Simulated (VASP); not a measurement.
# Zr2N (P4_2/mnm) in VASP: single point with PBEsol

Aim: the single point of Zr2N with PBEsol.

All numbers are computed with VASP 6.6.1; they aren't measurements. Logs are shortened: lines on timing, memory, paths and dates and some standing lists are left out, and cuts for length are marked.

### Step 1. The cell of the first run

It takes space group P4_2/mnm (No. 136, tetragonal). The conventional cell has a = 5.370 Å, b = 5.370 Å, c = 3.273 Å, α = 90.00°, β = 90.00°, γ = 90.00°. Zr (site symmetry m2m) has 3 N at 2.25 Å and 11 Zr at 3.09 to 3.27 Å within 3.3 Å. N (site symmetry mmm) has 6 Zr at 2.25 Å within 3.0 Å.

### Step 2. Single point, PBEsol

INCAR reads:

```
SYSTEM = Zr2N
ALGO     = Normal         ! electronic algorithm
EDIFF    = 1E-6           ! SCF threshold, eV
ENCUT    = 520            ! plane-wave cutoff, eV
GGA      = PS             ! functional
ISIF     = 2              ! what is computed and relaxed
ISMEAR   = 0              ! smearing method
LASPH    = .TRUE.         ! aspherical terms in the spheres
LCHARG   = .FALSE.        ! write CHGCAR
LREAL    = .FALSE.        ! projectors in reciprocal space
LWAVE    = .FALSE.        ! write WAVECAR
NBANDS   = 38             ! bands
NELM     = 80             ! most SCF steps
PREC     = Accurate       ! precision mode
SIGMA    = 0.1            ! smearing width, eV
```

KPOINTS reads:

```
k-points
0
G
  8 8 10
  0 0 0
```

POSCAR reads:

```
Zr2N
1.0
    5.3700378840      0.0000000000      0.0000000000
    0.0000000000      5.3700378840      0.0000000000
    0.0000000000      0.0000000000      3.2726291646
Zr N
4 2
Direct
    0.2962511760      0.2962511760      0.0000000000
    0.7037488240      0.7037488240      0.0000000000
    0.7962511760      0.2037488240      0.5000000000
    0.2037488240      0.7962511760      0.5000000000
    0.0000000000      0.0000000000      0.0000000000
    0.5000000000      0.5000000000      0.5000000000
```

Potentials or basis: VASP PAW PBE potentials, release 64 (Zr_sv, N).

Launch:

```bash
$ cat potpaw_PBE.64/Zr_sv/POTCAR potpaw_PBE.64/N/POTCAR > POTCAR
$ mpirun -np 1 vasp_std > vasp.out
```

OUTCAR:

```text
SYSTEM = Zr2N
   EDIFF = 1E-6
   ENCUT = 520
   GGA = PS
   ISIF = 2
   ISMEAR = 0
   LASPH = .TRUE.
   LREAL = .FALSE.
   NELM = 80
   PREC = Accurate

 ion  position               nearest neighbor table
   1  0.296  0.296  0.000-   5 2.25   6 2.25   6 2.25   2 3.09   4 3.18   3 3.18   4 3.18   3 3.18
                             4 3.18   4 3.18   3 3.18   3 3.18   2 3.86   2 3.86
   2  0.704  0.704  0.000-   5 2.25   6 2.25   6 2.25   1 3.09   4 3.18   3 3.18   4 3.18   3 3.18
                             3 3.18   3 3.18   4 3.18   4 3.18   1 3.86   1 3.86
   3  0.796  0.204  0.500-   6 2.25   5 2.25   5 2.25   4 3.09   1 3.18   1 3.18   2 3.18   2 3.18
                             2 3.18   2 3.18   1 3.18   1 3.18   4 3.86   4 3.86
   4  0.204  0.796  0.500-   6 2.25   5 2.25   5 2.25   3 3.09   1 3.18   1 3.18   2 3.18   2 3.18
                             1 3.18   1 3.18   2 3.18   2 3.18   3 3.86   3 3.86
   5  0.000  0.000  0.000-   1 2.25   2 2.25   3 2.25   4 2.25   3 2.25   4 2.25
   6  0.500  0.500  0.500-   3 2.25   4 2.25   1 2.25   2 2.25   1 2.25   2 2.25

  LATTYP: Found a simple tetragonal cell.
 ALAT       =     5.3700378840
 C/A-ratio  =     0.6094238505

  Lattice vectors:

 A1 = (   5.3700378840,   0.0000000000,   0.0000000000)
 A2 = (   0.0000000000,   5.3700378840,   0.0000000000)
 A3 = (   0.0000000000,   0.0000000000,   3.2726291646)

Analysis of symmetry for initial positions (statically):
=====================================================================
 Subroutine PRICEL returns:
 Original cell was already a primitive cell.

 Routine SETGRP: Setting up the symmetry group for a
 simple tetragonal supercell.

 Subroutine GETGRP returns: Found 16 space group operations
 (whereof  8 operations were pure point group operations)
 out of a pool of 16 trial point group operations.

The static configuration has the point symmetry D_2h.
 The point group associated with its full space group is D_4h.

Analysis of symmetry for dynamics (positions and initial velocities):
=====================================================================
 Subroutine PRICEL returns:
 Original cell was already a primitive cell.

 Routine SETGRP: Setting up the symmetry group for a
 simple tetragonal supercell.

 Subroutine GETGRP returns: Found 16 space group operations
 (whereof  8 operations were pure point group operations)
 out of a pool of 16 trial point group operations.

The dynamic configuration has the point symmetry D_2h.
 The point group associated with its full space group is D_4h.

 Subroutine INISYM returns: Found 16 space group operations
 (whereof  8 operations are pure point group operations),
 and found     1 'primitive' translations

----------------------------------------------------------------------------------------

                                     Primitive cell

  volume of cell :      94.3738

  direct lattice vectors                    reciprocal lattice vectors
     5.370037884  0.000000000  0.000000000     0.186218426  0.000000000  0.000000000
     0.000000000  5.370037884  0.000000000     0.000000000  0.186218426  0.000000000
     0.000000000  0.000000000  3.272629165     0.000000000  0.000000000  0.305564716

  length of vectors
     5.370037884  5.370037884  3.272629165     0.186218426  0.186218426  0.305564716

  position of ions in fractional coordinates (direct lattice)
     0.296251176  0.296251176  0.000000000
     0.703748824  0.703748824  0.000000000
     0.796251176  0.203748824  0.500000000
     0.203748824  0.796251176  0.500000000
     0.000000000  0.000000000  0.000000000
     0.500000000  0.500000000  0.500000000

  ion indices of the primitive-cell ions
   primitive index   ion index
                 1           1
                 2           2
                 3           3
                 4           4
                 5           5
                 6           6

----------------------------------------------------------------------------------------

 KPOINTS: k-points

Automatic generation of k-mesh.
 Grid dimensions read from file:
 generate k-points for:    8    8   10

 Generating k-lattice:

  Cartesian coordinates                     Fractional coordinates (reciprocal lattice)
     0.023277303  0.000000000  0.000000000     0.125000000  0.000000000  0.000000000
     0.000000000  0.023277303  0.000000000     0.000000000  0.125000000  0.000000000
     0.000000000  0.000000000  0.030556472     0.000000000  0.000000000  0.100000000

  Length of vectors
     0.023277303  0.023277303  0.030556472

  Shift w.r.t. Gamma in fractional coordinates (k-lattice)
     0.000000000  0.000000000  0.000000000

 Subroutine IBZKPT returns following result:
 ===========================================

 Found     90 irreducible k-points:

 Following reciprocal coordinates:
            Coordinates               Weight
  0.000000  0.000000  0.000000      1.000000
  0.125000  0.000000  0.000000      4.000000
  0.250000  0.000000  0.000000      4.000000
  0.375000  0.000000  0.000000      4.000000
  0.500000  0.000000  0.000000      2.000000
  0.125000  0.125000  0.000000      4.000000
[... 16 lines left out ...]
  0.375000  0.125000  0.100000     16.000000
  0.500000  0.125000  0.100000      8.000000
 [... further k-points ...]
   k-points           NKPTS =     90   k-points in BZ     NKDIM =     90   number of bands    NBANDS=     38
   number of dos      NEDOS =    301   number of ions     NIONS =      6
   total plane-waves  NPLWV =  38400
   dimension x,y,z NGX =    40 NGY =   40 NGZ =   24
   dimension x,y,z NGXF=    80 NGYF=   80 NGZF=   48
   ions per type =               4   2
   NGX,Y,Z   is equivalent  to a cutoff of  12.38, 12.38, 12.19 a.u.
   NGXF,Y,Z  is equivalent  to a cutoff of  24.77, 24.77, 24.38 a.u.
 SYSTEM =  Zr2N
   PREC   = accura    normal or accurate (medium, high low for compatibility)
   ISTART =      0    job   : 0-new  1-cont  2-samecut
   ICHARG =      2    charge: 1-file 2-atom 10-const
   ISPIN  =      1    spin polarized calculation?
   LNONCOLLINEAR =      F non collinear calculations
   LSORBIT =      F    spin-orbit coupling
   LASPH  =      T    aspherical Exc in radial PAW
   ENCUT  =  520.0 eV  38.22 Ry    6.18 a.u.   9.98  9.98  6.08*2*pi/ulx,y,z
   NELM   =     80;   NELMIN=  2; NELMDL= -5     # of ELM steps
   EDIFF  = 0.1E-05   stopping-criterion for ELM
   LREAL  =      F    real-space projection
   EDIFFG = 0.1E-04   stopping-criterion for IOM
   NSW    =      0    number of steps for IOM
   IBRION =     -1    ionic relax: 0-MD 1-quasi-New 2-CG
   NFREE  =      0    steps in history (QN), initial steepest desc. (CG)
   ISIF   =      2    stress and relaxation
   ISYM   =      2    0-nonsym 1-usesym 2-fastsym
   POTIM  = 0.5000    time-step for ionic-motion
   TEBEG  =    0.0;   TEEND  =   0.0 temperature during run
   PSTRESS=    0.0 pullay stress
   NELECT =      58.0000    total number of electrons
   NUPDOWN=      -1.0000    fix difference up-down
   EMIN   =  10.00;   EMAX   =-10.00  energy-range for DOS
   EFERMI =   0.00;   METHOD = LEGACY
   ISMEAR =     0;   SIGMA  =   0.10  broadening in eV -4-tet -1-fermi 0-gaus
   EFERMI_NEDOS =   21; number of points for ismear=-14 and -15
   IALGO  =     38    algorithm
   IMIX   =      4    mixing-type and parameters
     AMIX     =   0.40;   BMIX     =  1.00
     AMIX_MAG =   1.60;   BMIX_MAG =  1.00
  volume/ion in A,a.u.               =      15.73       106.14
  Fermi-wavevector in a.u.,A,eV,Ry     =   1.391875  2.630263 26.358796  1.937317
  Thomas-Fermi vector in A             =   2.515672
   LORBIT       =      0    0 simple, 1 ext, 2 COOP (PROOUT), +10 PAW based schemes
   GGA     = PS    functional components
   LHFCALC =     F    Hartree Fock is set to
   AEXX    =    0.0000 exact exchange contribution
   IVDW    =     0    specifies the selected vdW correction
   LEPSILON=     F    determine dielectric tensor
   LRPA    =     F    only Hartree local field effects (RPA)
 non-spin polarized calculation
 Gauss-broadening in eV      SIGMA  =   0.10
  energy-cutoff  :      520.00
  volume of cell :       94.37
 maximum number of plane-waves:      2576
 NGX is ok and might be reduce to    40
   NGX = 19   NGY = 19   NGZ = 13

 number of electron      57.9999998 magnetization

 Free energy of the ion-electron system (eV)
  ---------------------------------------------------
  ext. energy  EPLUGINS =         0.00000000
  ---------------------------------------------------
  free energy    TOTEN  =       -61.81784191 eV

  energy without entropy =      -61.80473027  energy(sigma->0) =      -61.81128609

 E-fermi :   9.8545     XC(G=0): -11.9609

 val. band max:        9.8463705233   @ k =   0.2500   0.2500   0.2000
 cond. band min:       9.8579295799   @ k =   0.3750   0.3750   0.2000
 fundamental gap:      0.0115590566
 Fermi energy:         9.8545388494

 k-point     1 :       0.0000    0.0000    0.0000
  band No.  band energies     occupation
      1     -38.6661      2.00000
      2     -38.5092      2.00000
      3     -38.5092      2.00000
      4     -38.4445      2.00000
      5     -17.6918      2.00000
      6     -17.0432      2.00000
[... 30 lines left out ...]
     37      12.8128      0.00000
     38      12.8605      0.00000

 k-point     2 :       0.1250    0.0000    0.0000
  band No.  band energies     occupation
      1     -38.6606      2.00000
      2     -38.5162      2.00000
      3     -38.5064      2.00000
      4     -38.4460      2.00000
      5     -17.6632      2.00000
      6     -17.0347      2.00000
[... 30 lines left out ...]
     37      12.8219      0.00000
     38      13.1559      0.00000
[... 859 lines left out ...]
     37      13.3311      0.00000
     38      13.9439      0.00000

 k-point    24 :       0.5000    0.1250    0.1000
  band No.  band energies     occupation
      1     -38.5819      2.00000
      2     -38.5819      2.00000
      3     -38.4757      2.00000
      4     -38.4757      2.00000
      5     -17.2896      2.00000
      6     -17.2896      2.00000
[... 30 lines left out ...]
     37      13.4366      0.00000
     38      13.4366      0.00000

 [... further k-points ...]

------------------------ aborting loop because EDIFF is reached ----------------------------------------

  FORCE on cell =-STRESS in cart. coord.  units (eV):
  Direction    XX          YY          ZZ          XY          YZ          ZX
  --------------------------------------------------------------------------------------
  -------------------------------------------------------------------------------------
  Total        0.1148352      0.1148352      0.1251032      0.0000000      0.0000000      0.0000000
  in kB        1.9495481      1.9495481      2.1238672      0.0000000      0.0000000      0.0000000
  external PRESSURE =       2.0076544 kB  Pullay stress =       0.0000000 kB

 VOLUME and BASIS-vectors are now :
 -----------------------------------------------------------------------------
  energy-cutoff  :      520.00
  volume of cell :       94.37
      direct lattice vectors                 reciprocal lattice vectors
     5.370037884  0.000000000  0.000000000     0.186218426  0.000000000  0.000000000
     0.000000000  5.370037884  0.000000000     0.000000000  0.186218426  0.000000000
     0.000000000  0.000000000  3.272629165     0.000000000  0.000000000  0.305564716

 POSITION                                       TOTAL-FORCE (eV/Angst)
 -----------------------------------------------------------------------------------
      1.59088      1.59088      0.00000        -0.004363     -0.004363     -0.000000
      3.77916      3.77916      0.00000         0.004363      0.004363      0.000000
      4.27590      1.09414      1.63631        -0.004363      0.004363      0.000000
      1.09414      4.27590      1.63631         0.004363     -0.004363     -0.000000
      0.00000      0.00000      0.00000        -0.000000      0.000000      0.000000
      2.68502      2.68502      1.63631        -0.000000      0.000000      0.000000
 -----------------------------------------------------------------------------------
    total drift:                                0.000000     -0.000000      0.000000

  FREE ENERGIE OF THE ION-ELECTRON SYSTEM (eV)
  ---------------------------------------------------
  free  energy   TOTEN  =       -61.8178419051 eV

  energy  without entropy=      -61.8047302684  energy(sigma->0) =      -61.81128609
```

It took 5.9 min on 1 thread of Intel Xeon 8259CL, shared host; peak memory 0.35 GiB.

What came out:

| Quantity | Value |
| --- | --- |
| Free energy | -61.8178 eV |
| Pressure | 0.2 GPa |
| Largest force | 0.006 eV/Å |
| Band gap on the k mesh | zero (bands 29 and 30 overlap by 2.59 eV) |

Forces in eV/Å, atoms in the order of the input:
```
Zr  -0.004 -0.004  0.000
Zr   0.004  0.004  0.000
Zr  -0.004  0.004  0.000
Zr   0.004 -0.004  0.000
N    0.000  0.000  0.000
N    0.000  0.000  0.000
```

Caveat: the PAW data sets were made with another functional, which shifts forces and pressure a little.
